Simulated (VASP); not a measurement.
A run of VASP 6.6.1:

File INCAR:

```
SYSTEM = CdSe
ALGO = Normal
EDIFF = 1E-6
ENCUT = 520
GGA = PE
ISIF = 2
ISMEAR = 0
LASPH = .True.
LCHARG = .False.
LREAL = .False.
LWAVE = .False.
NBANDS = 16
NELM = 60
PREC = Accurate
SIGMA = 0.05
```

File KPOINTS:

```
k-points
0
Gamma
  10 10 10
  0 0 0
```

The input POSCAR:

```
CdSe
1.0
    0.0000000000      3.2918645094      3.2918645094
    3.2918645094      0.0000000000      3.2918645094
    3.1224432160      3.1224432160      0.1694212934
Cd Se
1 1
Direct
    0.0000000000      0.0000000000      0.0000000000
    0.7500000000      0.7500000000      0.7500000000
```

Potentials or basis: VASP PAW PBE potentials, release 64 (Cd, Se).

Run with:

```console
$ cat potpaw_PBE.64/Cd/POTCAR potpaw_PBE.64/Se/POTCAR > POTCAR
$ mpirun -np 1 vasp_std > vasp.out
```

Hardware: 1 thread of AMD EPYC 7R13 Processor (Zen 3), with other jobs on the host.

Task: Estimate the wall time of this run.

Result: Run time: 2.9 min on 1 thread of AMD EPYC 7R13 Processor (Zen 3), on a shared host, peak memory 0.26 GiB. Counts: scf iterations 12, k points 116.
